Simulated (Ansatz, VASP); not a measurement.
# Two plane-wave programs on Cd3Se2S

```xyz
6
Lattice="-2.1650 2.1650 9.1559 2.1650 -2.1650 9.1559 2.1650 2.1650 -9.1559" Properties=species:S:1:pos:R:3 pbc="T T T"
Cd    0.0000    0.0000   12.3091
Cd    0.0000    0.0000    6.0027
Cd    0.0000    0.0000    0.0000
Se    2.1650    0.0000    7.5775
Se    2.1650    0.0000    1.5784
S     0.0000    2.1650    4.5779
```

Alike in both runs: functional PBE; k mesh 6 × 6 × 6; occupations gaussian, width 0.1 eV; no spin polarisation.

Ansatz relaxed the structure, and its values are those at the end. VASP's run is a single point on that final structure, the one shown.

|  | VASP | Ansatz |
| --- | --- | --- |
| version | VASP 6.6.1 | Ansatz 0.2.0 |
| potentials or method | VASP PAW PBE potentials, release 64 (Cd, Se, S), cutoff 520 eV | scalar-relativistic, plane waves, PAW |
| valence electrons in the cell | 54 | 98 |

```csv
,VASP,Ansatz,Ansatz less VASP
gap on the k mesh at the Fermi level (eV),0.62,0.62,+0.001
least direct gap on the mesh (eV),0.62,0.62,+0.001
pressure (GPa),0.0,-0.3,-0.26
```

With one functional, cell and mesh, what is left measures potentials, basis and numerics. VASP's potentials hold 54 valence electrons a cell and Ansatz's 98, so a difference there can come from the potentials and not from the codes.
